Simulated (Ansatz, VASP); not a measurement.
# One calculation of As, two programs

Contents of INCAR:

```
SYSTEM = As
PREC = Accurate
ENCUT = 520
EDIFF = 1E-6
ISMEAR = 0
SIGMA = 0.02
LREAL = .FALSE.
LASPH = .TRUE.
NELM = 100
ALGO = Normal
ISIF = 2
LWAVE = .FALSE.
LCHARG = .FALSE.
GGA = PS
NBANDS = 24
```

File KPOINTS:

```
Automatic mesh
0
G
  12 12 12
  0 0 0
```

Contents of POSCAR:

```
As
1.0
    4.8680734855      2.8105835372      1.6923898909
   -4.8680734855      2.8105835372      1.6923898909
    0.0000000000     -5.6211670746      1.6923898907
As
6
Direct
    0.4479268114      0.2717148824      0.9907806984
    0.9907806984      0.4479268114      0.2717148824
    0.2717148824      0.9907806984      0.4479268114
    0.5520731886      0.7282851176      0.0092193016
    0.0092193016      0.5520731886      0.7282851176
    0.7282851176      0.0092193016      0.5520731886
```

Input for Ansatz:

```yaml
crystal:
  lattice:
    - [4.8680734855, 2.8105835372, 1.6923898909]
    - [-4.8680734855, 2.8105835372, 1.6923898909]
    - [0.0, -5.6211670746, 1.6923898907]
  atoms:
    - { symbol: As, position: [0.4479268114, 0.2717148824, 0.9907806984] }
    - { symbol: As, position: [0.9907806984, 0.4479268114, 0.2717148824] }
    - { symbol: As, position: [0.2717148824, 0.9907806984, 0.4479268114] }
    - { symbol: As, position: [0.5520731886, 0.7282851176, 0.0092193016] }
    - { symbol: As, position: [0.0092193016, 0.5520731886, 0.7282851176] }
    - { symbol: As, position: [0.7282851176, 0.0092193016, 0.5520731886] }
basis:
  ecutwfc: 420
kpoints:
  mp_grid: { grid: [12, 12, 12] }
  band_path: { path: [VBM, CBM], npoints: 2 }
hamiltonian:
  xc: pbesol
scf:
  occupations: { method: gaussian, width: 0.02 }
output:
  forces: true
  stress: true
  eigenvalues: true
checkpoint:
  read: start.run
  write: ck
  compress: false
  write_wavefunctions: false
  write_every: 100000
```

Alike in both runs: task single point; functional PBEsol; k mesh 12 × 12 × 12; occupations gaussian, width 0.02 eV; no spin polarisation.

|  | VASP | Ansatz |
| --- | --- | --- |
| version | VASP 6.6.1 | Ansatz 0.2.0 |
| potentials or method | VASP PAW PBE potentials, release 64 (As), cutoff 520 eV | scalar-relativistic, plane waves, PAW |
| valence electrons in the cell | 30 | 90 |

Ansatz gave:

| Item | Value |
| --- | --- |
| gap on the k mesh at the Fermi level (eV) | 0.34 |
| least direct gap on the mesh (eV) | 0.34 |
| pressure (GPa) | 0.0 |
| rms of the force components (eV/Å) | 0.001 |

Question: What did VASP give for the same quantities?

Answer: gap on the k mesh at the Fermi level (eV): 0.33; least direct gap on the mesh (eV): 0.33; pressure (GPa): 0.4; rms of the force components (eV/Å): 0.043.

VASP's potentials were made for PBE, not for PBEsol. Atom by atom the forces differ by 0.045 eV/Å (rms over components). The functional is the same, so the differences come from potentials, cutoffs and numerics. VASP's potentials hold 30 valence electrons a cell and Ansatz's 90, so a difference there can come from the potentials and not from the codes.
